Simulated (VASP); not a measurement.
# V2N3 (P-3m1) in VASP: a series of runs, part 2 of 2

VASP 6.6.1. Earlier steps stand in the parts before.

### 5 Single point, PBEsol (strain -0.0150 x Voigt [1, 1, 0, 0, 0, 0])

Input file INCAR:

```
SYSTEM = V2N3
  PREC = Accurate
  ENCUT = 520
  EDIFF = 1E-6
  ISMEAR = 0
  SIGMA = 0.15
  LREAL = .False.
  LASPH = .True.
  NELM = 60
  ALGO = Normal
  ISIF = 2
  LWAVE = .False.
  LCHARG = .False.
  GGA = PS
  NBANDS = 28
```

Input file KPOINTS:

```
Automatic mesh
0
Gamma
  18 18 8
  0 0 0
```

Input file POSCAR:

```
V2N3
1.0
    2.7380901889      0.0000000000      0.0000000000
   -1.3690450944      2.3712556614      0.0000000000
    0.0000000000      0.0000000000      6.1963538749
V N
2 3
Direct
    0.6666666667      0.3333333333      0.3021155180
    0.3333333333      0.6666666667      0.6978844820
    0.0000000000      0.0000000000      0.5000000000
    0.0000000000      0.0000000000      0.1074399115
    0.0000000000      0.0000000000      0.8925600885
```

Potentials or basis: VASP PAW PBE potentials, release 64 (V_sv, N).

Run with:

```
cat potpaw_PBE.64/V_sv/POTCAR potpaw_PBE.64/N/POTCAR > POTCAR
mpirun -np 1 vasp_std > vasp.out
```

OUTCAR:

```text
SYSTEM = V2N3
   PREC = Accurate
   ENCUT = 520
   EDIFF = 1E-6
   ISMEAR = 0
   LREAL = .False.
   LASPH = .True.
   NELM = 60
   ISIF = 2
   GGA = PS

 ion  position               nearest neighbor table
   1  0.667  0.333  0.302-   4 1.99   4 1.99   4 1.99   3 2.00   3 2.00   3 2.00   2 2.92   2 2.92
                             2 2.92
   2  0.333  0.667  0.698-   5 1.99   5 1.99   5 1.99   3 2.00   3 2.00   3 2.00   1 2.92   1 2.92
                             1 2.92
   3  0.000  0.000  0.500-   1 2.00   2 2.00   2 2.00   1 2.00   1 2.00   2 2.00
   4  0.000  0.000  0.107-   5 1.33   1 1.99   1 1.99   1 1.99
   5  0.000  0.000  0.893-   4 1.33   2 1.99   2 1.99   2 1.99

  LATTYP: Found a hexagonal cell.
 ALAT       =     2.7380901889
 C/A-ratio  =     2.2630203709

  Lattice vectors:

 A1 = (   2.7380901889,   0.0000000000,   0.0000000000)
 A2 = (  -1.3690450944,   2.3712556614,   0.0000000000)
 A3 = (   0.0000000000,   0.0000000000,   6.1963538749)

Analysis of symmetry for initial positions (statically):
=====================================================================
[... 181 lines left out ...]
 cond. band min:      10.6903359956   @ k =   0.3333   0.1111   0.0000
 fundamental gap:      0.0147370043
 Fermi energy:        10.6888153133

 k-point     1 :       0.0000    0.0000    0.0000
  band No.  band energies     occupation
      1     -53.6859      2.00000
      2     -53.6447      2.00000
      3     -27.8074      2.00000
      4     -27.4856      2.00000
      5     -27.3925      2.00000
      6     -27.3925      2.00000
[... 733 lines left out ...]
     27      14.7871      0.00000
     28      15.2785      0.00000

 [... further k-points ...]

------------------------ aborting loop because EDIFF is reached ----------------------------------------

  FORCE on cell =-STRESS in cart. coord.  units (eV):
  Direction    XX          YY          ZZ          XY          YZ          ZX
  --------------------------------------------------------------------------------------
  -------------------------------------------------------------------------------------
  Total        3.1150189      3.1150189      1.5291395      0.0000000      0.0000000      0.0000000
  in kB      124.0534737    124.0534737     60.8969218      0.0000000      0.0000000      0.0000000
  external PRESSURE =     103.0012897 kB  Pullay stress =       0.0000000 kB

 VOLUME and BASIS-vectors are now :
 -----------------------------------------------------------------------------
  energy-cutoff  :      520.00
  volume of cell :       40.23
      direct lattice vectors                 reciprocal lattice vectors
     2.738090189  0.000000000  0.000000000     0.365218065  0.210858748  0.000000000
    -1.369045094  2.371255661  0.000000000     0.000000000  0.421717496  0.000000000
     0.000000000  0.000000000  6.196353875     0.000000000  0.000000000  0.161385231

 POSITION                                       TOTAL-FORCE (eV/Angst)
 -----------------------------------------------------------------------------------
      1.36905      0.79042      1.87201         0.000000     -0.000000     -0.094498
     -0.00000      1.58084      4.32434        -0.000000      0.000000      0.094498
      0.00000      0.00000      3.09818         0.000000      0.000000      0.000000
      0.00000      0.00000      0.66574        -0.000000      0.000000     -0.104449
      0.00000      0.00000      5.53062         0.000000     -0.000000      0.104449
 -----------------------------------------------------------------------------------
    total drift:                                0.000000     -0.000000      0.000000

  FREE ENERGIE OF THE ION-ELECTRON SYSTEM (eV)
  ---------------------------------------------------
  free  energy   TOTEN  =       -49.8510522637 eV

  energy  without entropy=      -49.8266026928  energy(sigma->0) =      -49.83882748
```

Wall time 3.6 min (1 thread of Intel Xeon Platinum 8559C (Emerald Rapids), shared host); peak memory 0.34 GiB.

What came out:

```
Free energy            : -49.8511 eV
Pressure               : 10.3 GPa
Largest force          : 0.104 eV/Å
Band gap on the k mesh : zero (an odd number of electrons rules out a gap without spin polarisation)
```

Forces in eV/Å, atoms in the order of the input:
```
V    0.000  0.000 -0.094
V    0.000  0.000  0.094
N    0.000  0.000  0.000
N    0.000  0.000 -0.104
N    0.000  0.000  0.104
```

Caveat: the cell differs from its parent crystal (strain -0.0150 x Voigt [1, 1, 0, 0, 0, 0]); the cell stands under pressure; the PAW data sets were made with another functional, which shifts forces and pressure a little; the run has no spin polarisation, though such a crystal can be magnetic.

### 6 Single point, PBEsol (strain +0.0150 x Voigt [1, 1, 0, 0, 0, 0])

Input file INCAR:

```
PREC = Accurate
ENCUT = 520
EDIFF = 1E-6
ISMEAR = 0
SIGMA = 0.15
LREAL = F
LASPH = T
NELM = 80
ALGO = Normal
ISIF = 2
LWAVE = F
LCHARG = F
GGA = PS
NBANDS = 28
```

Input file KPOINTS:

```
regular mesh
0
Gamma
  18 18 8
```

Edit POSCAR of step 5 so:

```diff
@@ -2,4 +2,4 @@
 1.0
-    2.7380901889      0.0000000000      0.0000000000
-   -1.3690450944      2.3712556614      0.0000000000
+    2.8214837987      0.0000000000      0.0000000000
+   -1.4107418993      2.4434766460      0.0000000000
     0.0000000000      0.0000000000      6.1963538749
```

Potentials or basis: VASP PAW PBE potentials, release 64 (V_sv, N).

Run with:

```
cat potpaw_PBE.64/V_sv/POTCAR potpaw_PBE.64/N/POTCAR > POTCAR
mpirun -np 1 vasp_std > vasp.out
```

Run time: 4.4 min. Hardware: 1 thread of Intel Xeon Platinum 8559C (Emerald Rapids), shared host; peak memory 0.37 GiB.

Results (log left out):

| Property | Result |
| --- | --- |
| Free energy | -49.8681 eV |
| Pressure | -7.4 GPa |
| Largest force | 0.226 eV/Å |
| Band gap on the k mesh | zero (an odd number of electrons rules out a gap without spin polarisation) |

Forces on the atoms (eV/Å):
```
V    0.000  0.000  0.034
V    0.000  0.000 -0.034
N    0.000  0.000  0.000
N    0.000  0.000  0.226
N    0.000  0.000 -0.226
```

Stress tensor (GPa, compression positive):
```
-9.61  0.00  0.00
 0.00 -9.61  0.00
 0.00  0.00 -3.04
```

Levels at points of the mesh, in eV from the Fermi level:
| k point | band 17 | band 18 | band 19 | band 20 | band 21 | band 22 | band 23 | band 24 |
| --- | --- | --- | --- | --- | --- | --- | --- | --- |
| (0.00, 0.00, 0.00) | -3.67 | -2.06 | -2.06 | -0.58 | 0.33 | 0.33 | 1.12 | 2.00 |
| (0.50, 0.00, 0.00) | -3.91 | -3.31 | -1.36 | -1.24 | 0.29 | 1.70 | 1.91 | 2.27 |
| (0.00, 0.00, 0.50) | -3.33 | -1.37 | -1.21 | -1.21 | 0.17 | 0.17 | 1.09 | 1.20 |
| (0.50, 0.00, 0.50) | -4.70 | -2.26 | -1.76 | -0.68 | 0.33 | 1.63 | 2.17 | 2.33 |

Caveat: the cell differs from its parent crystal (strain +0.0150 x Voigt [1, 1, 0, 0, 0, 0]); the cell stands under tension; the PAW data sets were made with another functional, which shifts forces and pressure a little; the run has no spin polarisation, though such a crystal can be magnetic.

### 7 The runs side by side

| cell | gap on the mesh (eV) | pressure (GPa) | largest force (eV/Å) |
| --- | --- | --- | --- |
| a = 2.613, b = 2.613, c = 6.196 Å, angles 90.0, 90.0, 120.0°, 5 atoms | none | 48.7 | 0.92 |
| a = 2.655, b = 2.655, c = 6.196 Å, angles 90.0, 90.0, 120.0°, 5 atoms | none | 34.1 | 0.60 |
| a = 2.696, b = 2.696, c = 6.196 Å, angles 90.0, 90.0, 120.0°, 5 atoms | none | 21.4 | 0.33 |
| a = 2.738, b = 2.738, c = 6.196 Å, angles 90.0, 90.0, 120.0°, 5 atoms | none | 10.3 | 0.10 |
| a = 2.821, b = 2.821, c = 6.196 Å, angles 90.0, 90.0, 120.0°, 5 atoms | none | -7.4 | 0.23 |

Alike in all rows: task single point; level PBEsol; potentials or basis VASP PAW PBE potentials, release 64 (V_sv, N); no spin polarisation; k mesh 18 × 18 × 8; cutoff (eV) 520; smearing gaussian 0.15 eV.

Caveats: the PAW data sets were made with another functional, which shifts forces and pressure a little; the run has no spin polarisation, though such a crystal can be magnetic; the cell stands under pressure (at least some runs); the cell stands under tension (at least some runs).

Total energies depend on the potentials used, so only differences within one code and one set of settings carry meaning.
